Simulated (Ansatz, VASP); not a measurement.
# TiTe2 in VASP and in Ansatz

```
CELL_PARAMETERS angstrom
3.69591 0.00000 0.00000
-1.84795 3.20075 0.00000
0.00000 0.00000 6.44520
ATOMIC_POSITIONS crystal
Ti 0.00000 0.00000 0.00000
Te 0.66667 0.33333 0.26728
Te 0.33333 0.66667 0.73272
```

Alike in both runs: functional PBEsol; k mesh 15 × 15 × 8; occupations gaussian, width 0.1 eV; no spin polarisation.

Ansatz relaxed the structure, and its values are those at the end. VASP's run is a single point on that final structure, the one shown.

|  | VASP | Ansatz |
| --- | --- | --- |
| version | VASP 6.6.1 | Ansatz 0.2.0 |
| potentials or method | VASP PAW PBE potentials, release 64 (Ti_sv, Te), cutoff 520 eV | scalar-relativistic, plane waves, PAW |
| valence electrons in the cell | 24 | 44 |

Ansatz gave:

```
gap on the k mesh at the Fermi level (eV) : none
pressure (GPa)                            : 0.0
rms of the force components (eV/Å)        : 0.000
```

Question: What did VASP give for the same quantities?

Answer: gap on the k mesh at the Fermi level (eV): none; pressure (GPa): 0.0; rms of the force components (eV/Å): 0.009.

VASP's potentials were made for PBE, not for PBEsol. A gap of «none» marks a metal or a gap that the smearing closes. VASP's potentials hold 24 valence electrons a cell and Ansatz's 44, so a difference there can come from the potentials and not from the codes.

Spin-orbit coupling is off throughout.
